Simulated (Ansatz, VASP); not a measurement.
## CoSi2 in VASP and in Ansatz

Contents of INCAR:

```
SYSTEM = CoSi2
ALGO = Normal
EDIFF = 1E-6
ENCUT = 520
GGA = PE
ISIF = 2
ISMEAR = 0
LASPH = .TRUE.
LCHARG = .FALSE.
LREAL = .FALSE.
LWAVE = .FALSE.
NBANDS = 16
NELM = 60
PREC = Accurate
SIGMA = 0.05
```

KPOINTS

```
k-points
0
G
  12 12 12
  0 0 0
```

Contents of POSCAR:

```
CoSi2
1.0
    0.0000000000      2.6436020191      2.6436020191
    2.6436020191      0.0000000000      2.6436020191
    2.6436020191      2.6436020191      0.0000000000
Co Si
1 2
Direct
    0.0000000000      0.0000000000      0.0000000000
    0.2500000000      0.2500000000      0.2500000000
    0.7500000000      0.7500000000      0.7500000000
```

Input for Ansatz:

```yaml
crystal:
  lattice:
    - [0.0, 2.6436020191, 2.6436020191]
    - [2.6436020191, 0.0, 2.6436020191]
    - [2.6436020191, 2.6436020191, 0.0]
  atoms:
    - { symbol: Co, position: [0.0, 0.0, 0.0] }
    - { symbol: Si, position: [0.25, 0.25, 0.25] }
    - { symbol: Si, position: [0.75, 0.75, 0.75] }
basis:
  ecutwfc: 420
  ecutrho_ratio: 4
kpoints:
  mp_grid: { grid: [12, 12, 12] }
hamiltonian:
  xc: pbe
scf:
  occupations: { method: gaussian, width: 0.05 }
output:
  forces: true
  stress: true
  eigenvalues: true
```

Alike in both runs: task single point; functional PBE; k mesh 12 × 12 × 12; occupations gaussian, width 0.05 eV; no spin polarisation.

|  | VASP | Ansatz |
| --- | --- | --- |
| version | VASP 6.6.1 | Ansatz 0.2.0 |
| potentials or method | VASP PAW PBE potentials, release 64 (Co, Si), cutoff 520 eV | scalar-relativistic, plane waves, PAW |
| valence electrons in the cell | 17 | 25 |

|  | VASP | Ansatz | Ansatz less VASP |
| --- | --- | --- | --- |
| gap on the k mesh at the Fermi level (eV) | none | none | - |
| pressure (GPa) | 7.9 | 8.0 | +0.15 |

A gap of «none» marks a metal or a gap that the smearing closes. The functional is the same, so the differences come from potentials, cutoffs and numerics. VASP's potentials hold 17 valence electrons a cell and Ansatz's 25, so a difference there can come from the potentials and not from the codes.
